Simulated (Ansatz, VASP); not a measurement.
## BaO in VASP and in Ansatz

The input INCAR:

```
PREC = Accurate
ENCUT = 600
EDIFF = 1E-6
ISMEAR = 0
SIGMA = 0.01
LREAL = False
LASPH = True
NELM = 120
ALGO = Normal
ISIF = 2
LWAVE = False
LCHARG = False
GGA = PE
NBANDS = 15
GGA_COMPAT = False
```

Contents of KPOINTS:

```
Automatic mesh
0
Gamma
  6 6 6
```

File POSCAR:

```
BaO
1.0
    0.0000000000      2.7718674917      2.7718674917
    2.7718674917      0.0000000000      2.7718674917
    2.7718674917      2.7718674917      0.0000000000
Ba O
1 1
Direct
    0.0000000000      0.0000000000      0.0000000000
    0.5000000000      0.5000000000      0.5000000000
```

Input for Ansatz:

```yaml
crystal:
  lattice:
    - [0.0, 2.7718674917, 2.7718674917]
    - [2.7718674917, 0.0, 2.7718674917]
    - [2.7718674917, 2.7718674917, 0.0]
  atoms:
    - { symbol: Ba, position: [0.0, 0.0, 0.0] }
    - { symbol: O, position: [0.5, 0.5, 0.5] }
kpoints:
  mp_grid: { grid: [6, 6, 6] }
hamiltonian:
  xc: pbe
  pseudopotentials: { azcp: { folder: soft_1 } }
scf:
  occupations: { method: fixed }
  n_extra_bands: 4
output:
  forces: true
  stress: true
  eigenvalues: true
```

Alike in both runs: task single point; functional PBE; k mesh 6 × 6 × 6; no spin polarisation.

```csv
,VASP,Ansatz
version,VASP 6.6.1,Ansatz 0.2.0
potentials or method,"VASP PAW PBE potentials, release 64 (Ba_sv, O)","plane waves, PAW"
plane-wave cutoff (eV),600,420
occupations,"gaussian, width 0.01 eV",fixed
valence electrons in the cell,16,16
```

```tsv
	VASP	Ansatz	Ansatz less VASP
gap on the k mesh at the Fermi level (eV)	1.98	2.05	+0.067
pressure (GPa)	2.8	1.2	-1.60
```

Neither program's run includes spin-orbit coupling.
